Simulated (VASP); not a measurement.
A run of VASP 6.6.1 is set up as follows.

INCAR

```
PREC = Accurate ; ENCUT = 520
EDIFF = 1E-6 ; ISMEAR = -1
SIGMA = 0.1 ; LREAL = F
LASPH = T ; NELM = 60
ALGO = Normal ; ISIF = 2
LWAVE = F ; LCHARG = T
GGA = RE ; LELF = T
LVHAR = T ; NBANDS = 20
```

The input KPOINTS:

```
Automatic mesh
0
Gamma
  11 11 6
```

POSCAR

```
Tl
1.0
    3.6592312162      0.0000000000      0.0000000000
   -1.8296156081      3.1689871916      0.0000000000
    0.0000000000      0.0000000000      5.7077605846
Tl
2
Direct
    0.3333333333      0.6666666667      0.2500000000
    0.6666666667      0.3333333333      0.7500000000
```

Potentials or basis: VASP PAW PBE potentials, release 64 (Tl_d).

The run is started by

```console
$ cat potpaw_PBE.64/Tl_d/POTCAR > POTCAR
$ mpirun -np 1 vasp_std > vasp.out
```

Problem. Predict the pressure.

Solution. -0.1 GPa.

Problem. What does it give for the band gap on the k mesh?

Solution. Zero (band 13 reaches 8.48 eV, above the bottom of band 14 at 3.57 eV).

Caveat: the PAW data sets were made with another functional, which shifts forces and pressure a little; spin-orbit coupling is left out, which moves the levels of the heavy elements.
